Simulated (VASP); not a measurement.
A run of VASP 6.6.1:

The input INCAR:

```
SYSTEM = Sb2As
ALGO     = Normal         ! electronic algorithm
EDIFF    = 1E-7           ! SCF threshold, eV
EDIFFG   = -0.01          ! ionic threshold
ENCUT    = 600            ! plane-wave cutoff, eV
GGA      = PE             ! functional
IBRION   = 2              ! ionic algorithm
ISIF     = 3              ! what is computed and relaxed
ISMEAR   = 0              ! smearing method
LASPH    = .True.         ! aspherical terms in the spheres
LCHARG   = .False.        ! write CHGCAR
LREAL    = .False.        ! projectors in reciprocal space
LWAVE    = .False.        ! write WAVECAR
NELM     = 80             ! most SCF steps
NSW      = 100            ! ionic steps
PREC     = Accurate       ! precision mode
SIGMA    = 0.1            ! smearing width, eV
```

The input KPOINTS:

```
k-points
0
Gamma
  12 12 12
  0 0 0
```

File POSCAR:

```
Sb2As
1.0
    0.0000000000      3.4969365849      3.4969365849
    3.4969365849      0.0000000000      3.4969365849
    3.4969365849      3.4969365849      0.0000000000
Sb As
2 1
Direct
    0.2500000000      0.2500000000      0.2500000000
    0.7500000000      0.7500000000      0.7500000000
    0.0000000000      0.0000000000      0.0000000000
```

Potentials or basis: VASP PAW PBE potentials, release 64 (Sb, As).

The run is started by

```console
$ cat potpaw_PBE.64/Sb/POTCAR potpaw_PBE.64/As/POTCAR > POTCAR
$ mpirun -np 1 vasp_std > vasp.out
```

Hardware: 1 thread of Intel(R) Xeon(R) 6975P-C (Granite Rapids) (shared host).

**Question.** Estimate the wall time of this run.

**Answer.** Wall time 2 min on 1 thread of Intel(R) Xeon(R) 6975P-C (Granite Rapids), on a shared host, peak memory 0.31 GiB. Counts: scf iterations 31, k points 72, ion steps 3.
